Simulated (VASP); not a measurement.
# NaCl (Pm-3m) in VASP: notebook

The runs below take NaCl through single point, with PBE, PBEsol, r2SCAN.

Program: VASP 6.6.1. These are calculated values, not measurements. Logs are shortened: lines on timing, memory, paths and dates and some standing lists are left out, and cuts for length are marked.

## Step 1: The cell of the first run

Symmetry: Pm-3m, No. 221, cubic system. Conventional cell: a = 3.460 Å, b = 3.460 Å, c = 3.460 Å, α = 90.00°, β = 90.00°, γ = 90.00°. Within 3.9 Å of Na (site symmetry m-3m) lie 8 Cl at 3.00 Å and 6 Na at 3.46 Å. Cl (site symmetry m-3m) has 8 Na at 3.00 Å and 6 Cl at 3.46 Å within 3.9 Å.

## Step 2: Single point, PBE

The input, INCAR:

```
SYSTEM = NaCl
PREC = Accurate ; ENCUT = 520
EDIFF = 1E-6 ; ISMEAR = 0
SIGMA = 0.01 ; LREAL = .FALSE.
LASPH = .TRUE. ; NELM = 100
ALGO = Normal ; ISIF = 2
LWAVE = .FALSE. ; LCHARG = .FALSE.
GGA = PE ; NBANDS = 14
```

The input, KPOINTS:

```
regular mesh
0
G
  4 4 4
  0 0 0
```

The input, POSCAR:

```
NaCl
1.0
    3.4595453127      0.0000000000      0.0000000000
    0.0000000000      3.4595453127      0.0000000000
    0.0000000000      0.0000000000      3.4595453127
Na Cl
1 1
Direct
    0.0000000000      0.0000000000      0.0000000000
    0.5000000000      0.5000000000      0.5000000000
```

Potentials or basis: VASP PAW PBE potentials, release 64 (Na_pv, Cl).

Command:

```sh
$ cat potpaw_PBE.64/Na_pv/POTCAR potpaw_PBE.64/Cl/POTCAR > POTCAR
$ mpirun -np 1 vasp_std > vasp.out
```

OUTCAR:

```text
SYSTEM = NaCl
   PREC = Accurate
   ENCUT = 520
   EDIFF = 1E-6
   ISMEAR = 0
   LREAL = .FALSE.
   LASPH = .TRUE.
   NELM = 100
   ISIF = 2
   GGA = PE

 ion  position               nearest neighbor table
   1  0.000  0.000  0.000-
   2  0.500  0.500  0.500-

  LATTYP: Found a simple cubic cell.
 ALAT       =     3.4595453127

  Lattice vectors:

 A1 = (   3.4595453127,   0.0000000000,   0.0000000000)
 A2 = (   0.0000000000,   3.4595453127,   0.0000000000)
 A3 = (   0.0000000000,   0.0000000000,   3.4595453127)

Analysis of symmetry for initial positions (statically):
=====================================================================
 Subroutine PRICEL returns:
 Original cell was already a primitive cell.

 Routine SETGRP: Setting up the symmetry group for a
 simple cubic supercell.

 Subroutine GETGRP returns: Found 48 space group operations
 (whereof 48 operations were pure point group operations)
 out of a pool of 48 trial point group operations.

The static configuration has the point symmetry O_h .

Analysis of symmetry for dynamics (positions and initial velocities):
=====================================================================
 Subroutine PRICEL returns:
 Original cell was already a primitive cell.

 Routine SETGRP: Setting up the symmetry group for a
 simple cubic supercell.

 Subroutine GETGRP returns: Found 48 space group operations
 (whereof 48 operations were pure point group operations)
 out of a pool of 48 trial point group operations.

The dynamic configuration has the point symmetry O_h .

 Subroutine INISYM returns: Found 48 space group operations
 (whereof 48 operations are pure point group operations),
 and found     1 'primitive' translations

----------------------------------------------------------------------------------------

                                     Primitive cell

  volume of cell :      41.4054

  direct lattice vectors                    reciprocal lattice vectors
     3.459545313  0.000000000  0.000000000     0.289055327  0.000000000  0.000000000
     0.000000000  3.459545313  0.000000000     0.000000000  0.289055327  0.000000000
     0.000000000  0.000000000  3.459545313     0.000000000  0.000000000  0.289055327

  length of vectors
     3.459545313  3.459545313  3.459545313     0.289055327  0.289055327  0.289055327

  position of ions in fractional coordinates (direct lattice)
     0.000000000  0.000000000  0.000000000
     0.500000000  0.500000000  0.500000000

  ion indices of the primitive-cell ions
   primitive index   ion index
                 1           1
                 2           2

----------------------------------------------------------------------------------------

 KPOINTS: regular mesh

Automatic generation of k-mesh.
 Grid dimensions read from file:
 generate k-points for:    4    4    4

 Generating k-lattice:

  Cartesian coordinates                     Fractional coordinates (reciprocal lattice)
     0.072263832  0.000000000  0.000000000     0.250000000  0.000000000  0.000000000
     0.000000000  0.072263832  0.000000000     0.000000000  0.250000000  0.000000000
     0.000000000  0.000000000  0.072263832     0.000000000  0.000000000  0.250000000

  Length of vectors
     0.072263832  0.072263832  0.072263832

  Shift w.r.t. Gamma in fractional coordinates (k-lattice)
     0.000000000  0.000000000  0.000000000

 Subroutine IBZKPT returns following result:
 ===========================================

 Found     10 irreducible k-points:

 Following reciprocal coordinates:
            Coordinates               Weight
  0.000000  0.000000  0.000000      1.000000
  0.250000  0.000000  0.000000      6.000000
  0.500000  0.000000  0.000000      3.000000
  0.250000  0.250000  0.000000     12.000000
  0.500000  0.250000  0.000000     12.000000
  0.500000  0.500000  0.000000      3.000000
  0.250000  0.250000  0.250000      8.000000
  0.500000  0.250000  0.250000     12.000000
  0.500000  0.500000  0.250000      6.000000
  0.500000  0.500000  0.500000      1.000000
   k-points           NKPTS =     10   k-points in BZ     NKDIM =     10   number of bands    NBANDS=     14
   number of dos      NEDOS =    301   number of ions     NIONS =      2
   total plane-waves  NPLWV =  21952
   dimension x,y,z NGX =    28 NGY =   28 NGZ =   28
   dimension x,y,z NGXF=    56 NGYF=   56 NGZF=   56
   ions per type =               1   1
   NGX,Y,Z   is equivalent  to a cutoff of  13.46, 13.46, 13.46 a.u.
   NGXF,Y,Z  is equivalent  to a cutoff of  26.91, 26.91, 26.91 a.u.
 SYSTEM =  NaCl
   PREC   = accura    normal or accurate (medium, high low for compatibility)
   ISTART =      0    job   : 0-new  1-cont  2-samecut
   ICHARG =      2    charge: 1-file 2-atom 10-const
   ISPIN  =      1    spin polarized calculation?
   LNONCOLLINEAR =      F non collinear calculations
   LSORBIT =      F    spin-orbit coupling
   LASPH  =      T    aspherical Exc in radial PAW
   ENCUT  =  520.0 eV  38.22 Ry    6.18 a.u.   6.43  6.43  6.43*2*pi/ulx,y,z
   NELM   =    100;   NELMIN=  2; NELMDL= -5     # of ELM steps
   EDIFF  = 0.1E-05   stopping-criterion for ELM
   LREAL  =      F    real-space projection
   EDIFFG = 0.1E-04   stopping-criterion for IOM
   NSW    =      0    number of steps for IOM
   IBRION =     -1    ionic relax: 0-MD 1-quasi-New 2-CG
   NFREE  =      0    steps in history (QN), initial steepest desc. (CG)
   ISIF   =      2    stress and relaxation
   ISYM   =      2    0-nonsym 1-usesym 2-fastsym
   POTIM  = 0.5000    time-step for ionic-motion
   TEBEG  =    0.0;   TEEND  =   0.0 temperature during run
   PSTRESS=    0.0 pullay stress
   NELECT =      14.0000    total number of electrons
   NUPDOWN=      -1.0000    fix difference up-down
   EMIN   =  10.00;   EMAX   =-10.00  energy-range for DOS
   EFERMI =   0.00;   METHOD = LEGACY
   ISMEAR =     0;   SIGMA  =   0.01  broadening in eV -4-tet -1-fermi 0-gaus
   EFERMI_NEDOS =   21; number of points for ismear=-14 and -15
   IALGO  =     38    algorithm
   IMIX   =      4    mixing-type and parameters
     AMIX     =   0.40;   BMIX     =  1.00
     AMIX_MAG =   1.60;   BMIX_MAG =  1.00
  volume/ion in A,a.u.               =      20.70       139.71
  Fermi-wavevector in a.u.,A,eV,Ry     =   1.140508  2.155248 17.697906  1.300759
  Thomas-Fermi vector in A             =   2.277210
   LORBIT       =      0    0 simple, 1 ext, 2 COOP (PROOUT), +10 PAW based schemes
   GGA     = PE    functional components
   LHFCALC =     F    Hartree Fock is set to
   AEXX    =    0.0000 exact exchange contribution
   IVDW    =     0    specifies the selected vdW correction
   LEPSILON=     F    determine dielectric tensor
   LRPA    =     F    only Hartree local field effects (RPA)
 non-spin polarized calculation
 Gauss-broadening in eV      SIGMA  =   0.01
  energy-cutoff  :      520.00
  volume of cell :       41.41
 maximum number of plane-waves:      1141
 NGX is ok and might be reduce to    28
   NGX = 13   NGY = 13   NGZ = 13

 number of electron      13.9999999 magnetization

 Free energy of the ion-electron system (eV)
  ---------------------------------------------------
  ext. energy  EPLUGINS =         0.00000000
  ---------------------------------------------------
  free energy    TOTEN  =        -6.45315260 eV

  energy without entropy =       -6.45315260  energy(sigma->0) =       -6.45315260

 E-fermi :   0.7569     XC(G=0):  -8.5896

 val. band max:        0.6954838731   @ k =   0.5000   0.5000   0.0000
 cond. band min:       4.7935200748   @ k =   0.0000   0.0000   0.0000
 fundamental gap:      4.0980362017
 Fermi energy:         0.7568836449

 k-point     1 :       0.0000    0.0000    0.0000
  band No.  band energies     occupation
      1     -21.3589      2.00000
      2     -21.3589      2.00000
      3     -21.3589      2.00000
      4     -12.8109      2.00000
      5       0.1736      2.00000
      6       0.1736      2.00000
      7       0.1736      2.00000
      8       4.7935      0.00000
      9       9.2287      0.00000
     10       9.2287      0.00000
     11      16.7268      0.00000
     12      16.7330      0.00000
     13      16.7333      0.00000
     14      16.7334      0.00000

 k-point     2 :       0.2500    0.0000    0.0000
  band No.  band energies     occupation
      1     -21.3825      2.00000
      2     -21.3568      2.00000
      3     -21.3568      2.00000
      4     -12.6216      2.00000
      5      -1.3284      2.00000
      6       0.2938      2.00000
      7       0.2938      2.00000
      8       6.1693      0.00000
      9       9.9120      0.00000
     10      10.1827      0.00000
     11      13.8548      0.00000
     12      13.8548      0.00000
     13      16.0379      0.00000
     14      16.5236      0.00000

 k-point     3 :       0.5000    0.0000    0.0000
  band No.  band energies     occupation
      1     -21.4059      2.00000
      2     -21.3547      2.00000
      3     -21.3547      2.00000
      4     -12.4159      2.00000
      5      -2.4136      2.00000
      6       0.4209      2.00000
      7       0.4209      2.00000
      8       7.7295      0.00000
      9       9.5091      0.00000
     10      11.1905      0.00000
     11      12.6222      0.00000
     12      12.6222      0.00000
     13      13.7840      0.00000
     14      17.7750      0.00000

 k-point     4 :       0.2500    0.2500    0.0000
  band No.  band energies     occupation
      1     -21.3805      2.00000
      2     -21.3770      2.00000
      3     -21.3548      2.00000
      4     -12.4554      2.00000
      5      -1.2223      2.00000
      6      -0.8974      2.00000
      7       0.4201      2.00000
      8       7.2354      0.00000
      9       9.5403      0.00000
     10      11.0903      0.00000
     11      12.5955      0.00000
     12      13.9439      0.00000
     13      14.6104      0.00000
     14      16.5200      0.00000

 k-point     5 :       0.5000    0.2500    0.0000
  band No.  band energies     occupation
      1     -21.4006      2.00000
      2     -21.3750      2.00000
      3     -21.3528      2.00000
      4     -12.2760      2.00000
      5      -2.0841      2.00000
      6      -0.7674      2.00000
      7       0.5541      2.00000
      8       7.6925      0.00000
      9       9.0857      0.00000
     10      11.7000      0.00000
     11      12.2970      0.00000
     12      12.9392      0.00000
     13      14.7225      0.00000
     14      17.5391      0.00000

 k-point     6 :       0.5000    0.5000    0.0000
  band No.  band energies     occupation
      1     -21.3953      2.00000
      2     -21.3953      2.00000
      3     -21.3510      2.00000
      4     -12.1259      2.00000
      5      -1.6968      2.00000
      6      -1.6968      2.00000
      7       0.6955      2.00000
      8       6.2259      0.00000
      9      10.6515      0.00000
     10      11.9646      0.00000
     11      11.9646      0.00000
     12      13.3487      0.00000
     13      13.3487      0.00000
     14      18.6967      0.00000

 k-point     7 :       0.2500    0.2500    0.2500
  band No.  band energies     occupation
      1     -21.3781      2.00000
      2     -21.3744      2.00000
      3     -21.3744      2.00000
      4     -12.3004      2.00000
      5      -1.0628      2.00000
      6      -0.7179      2.00000
      7      -0.7179      2.00000
      8       7.8243      0.00000
      9      10.1466      0.00000
     10      10.1466      0.00000
     11      12.3536      0.00000
     12      13.4510      0.00000
     13      13.4510      0.00000
     14      18.7259      0.00000

 k-point     8 :       0.5000    0.2500    0.2500
  band No.  band energies     occupation
      1     -21.3963      2.00000
      2     -21.3733      2.00000
      3     -21.3718      2.00000
      4     -12.1337      2.00000
      5      -1.8089      2.00000
      6      -0.6485      2.00000
      7      -0.5206      2.00000
      8       7.8008      0.00000
      9       9.1209      0.00000
     10       9.7718      0.00000
     11      13.0741      0.00000
     12      13.5563      0.00000
     13      15.1016      0.00000
     14      16.9608      0.00000

 k-point     9 :       0.5000    0.5000    0.2500
  band No.  band energies     occupation
      1     -21.3921      2.00000
      2     -21.3921      2.00000
      3     -21.3700      2.00000
      4     -11.9812      2.00000
      5      -1.4931      2.00000
      6      -1.4931      2.00000
      7      -0.3857      2.00000
      8       6.8711      0.00000
      9       9.2017      0.00000
     10       9.2017      0.00000
     11      13.2147      0.00000
     12      14.8687      0.00000
     13      15.9162      0.00000
     14      15.9162      0.00000

 k-point    10 :       0.5000    0.5000    0.5000
  band No.  band energies     occupation
      1     -21.3889      2.00000
      2     -21.3889      2.00000
      3     -21.3889      2.00000
      4     -11.8263      2.00000
      5      -1.2647      2.00000
      6      -1.2647      2.00000
      7      -1.2647      2.00000
      8       7.8097      0.00000
      9       7.8097      0.00000
     10       7.8097      0.00000
     11      12.6308      0.00000
     12      16.9341      0.00000
     13      16.9341      0.00000
     14      16.9341      0.00000

------------------------ aborting loop because EDIFF is reached ----------------------------------------

  FORCE on cell =-STRESS in cart. coord.  units (eV):
  Direction    XX          YY          ZZ          XY          YZ          ZX
  --------------------------------------------------------------------------------------
  -------------------------------------------------------------------------------------
  Total        0.3163558      0.3163558      0.3163558      0.0000000      0.0000000     -0.0000000
  in kB       12.2413495     12.2413495     12.2413495      0.0000000      0.0000000     -0.0000000
  external PRESSURE =      12.2413495 kB  Pullay stress =       0.0000000 kB

 VOLUME and BASIS-vectors are now :
 -----------------------------------------------------------------------------
  energy-cutoff  :      520.00
  volume of cell :       41.41
      direct lattice vectors                 reciprocal lattice vectors
     3.459545313  0.000000000  0.000000000     0.289055327  0.000000000  0.000000000
     0.000000000  3.459545313  0.000000000     0.000000000  0.289055327  0.000000000
     0.000000000  0.000000000  3.459545313     0.000000000  0.000000000  0.289055327

 POSITION                                       TOTAL-FORCE (eV/Angst)
 -----------------------------------------------------------------------------------
      0.00000      0.00000      0.00000         0.000000      0.000000      0.000000
      1.72977      1.72977      1.72977         0.000000      0.000000      0.000000
 -----------------------------------------------------------------------------------
    total drift:                               -0.000000      0.000000      0.000000

  FREE ENERGIE OF THE ION-ELECTRON SYSTEM (eV)
  ---------------------------------------------------
  free  energy   TOTEN  =        -6.4531526026 eV

  energy  without entropy=       -6.4531526026  energy(sigma->0) =       -6.45315260
```

It took 9.4 s on 1 thread of Intel Xeon 8259CL, shared host; peak memory 0.15 GiB.

What came out:

```yaml
Free_energy: -6.4532 eV
Pressure: 1.2 GPa
Band_gap_on_the_k_mesh: 4.10 eV (least direct gap 4.62 eV)
```

Levels at points of the mesh, in eV from the valence-band top:
| k point | band 4 | band 5 | band 6 | band 7 | band 8 | band 9 | band 10 | band 11 |
| --- | --- | --- | --- | --- | --- | --- | --- | --- |
| (0.00, 0.00, 0.00) | -13.51 | -0.52 | -0.52 | -0.52 | 4.10 | 8.53 | 8.53 | 16.03 |
| (0.50, 0.00, 0.00) | -13.11 | -3.11 | -0.27 | -0.27 | 7.03 | 8.81 | 10.50 | 11.93 |
| (0.50, 0.50, 0.00) | -12.82 | -2.39 | -2.39 | 0.00 | 5.53 | 9.96 | 11.27 | 11.27 |
| (0.50, 0.50, 0.50) | -12.52 | -1.96 | -1.96 | -1.96 | 7.11 | 7.11 | 7.11 | 11.94 |

Caveat: the k points lie up to 0.45 Å⁻¹ apart. A k mesh can miss the band edges.

## Step 3: Single point, PBEsol

This run uses another cell than the first one, of 20.48 Å³/atom.

The input, INCAR:

```
SYSTEM = NaCl
PREC = Accurate
ENCUT = 520
EDIFF = 1E-6
ISMEAR = -1
SIGMA = 0.02
LREAL = .FALSE.
LASPH = .TRUE.
NELM = 80
ALGO = Normal
ISIF = 2
LWAVE = .FALSE.
LCHARG = .TRUE.
GGA = PS
LELF = .TRUE.
LVHAR = .TRUE.
NBANDS = 14
```

The input, KPOINTS:

```
regular mesh
0
G
  6 6 6
  0 0 0
```

The input, POSCAR:

```
NaCl
1.0
    3.4469462620      0.0000000000      0.0000000000
    0.0000000000      3.4469462620      0.0000000000
    0.0000000000      0.0000000000      3.4469462620
Na Cl
1 1
Direct
    0.0000000000      0.0000000000      0.0000000000
    0.5000000000      0.5000000000      0.5000000000
```

Potentials or basis: VASP PAW PBE potentials, release 64 (Na_pv, Cl).

Command:

```sh
$ cat potpaw_PBE.64/Na_pv/POTCAR potpaw_PBE.64/Cl/POTCAR > POTCAR
$ mpirun -np 1 vasp_std > vasp.out
```

Wall time 14 s (1 thread of Intel Xeon 8259CL, shared host); peak memory 0.15 GiB.

The run converged. Its results:

| Property | Result |
| --- | --- |
| Free energy | -6.7301 eV |
| Pressure | 0.0 GPa |
| Band gap on the k mesh | 3.99 eV (least direct gap 4.53 eV) |

Levels at points of the mesh, in eV from the valence-band top:
| k point | band 5 | band 6 | band 7 | band 8 | band 9 | band 10 |
| --- | --- | --- | --- | --- | --- | --- |
| (0.00, 0.00, 0.00) | -0.54 | -0.54 | -0.54 | 3.99 | 8.35 | 8.35 |
| (0.50, 0.00, 0.00) | -3.22 | -0.29 | -0.29 | 6.89 | 8.81 | 10.36 |
| (0.50, 0.50, 0.00) | -2.48 | -2.48 | 0.00 | 5.41 | 9.83 | 11.18 |
| (0.50, 0.50, 0.50) | -2.03 | -2.03 | -2.03 | 6.96 | 6.96 | 6.96 |

Caveat: the PAW data sets were made with another functional, which shifts forces and pressure a little. A k mesh can miss the band edges.

[end of part 1 of 2]
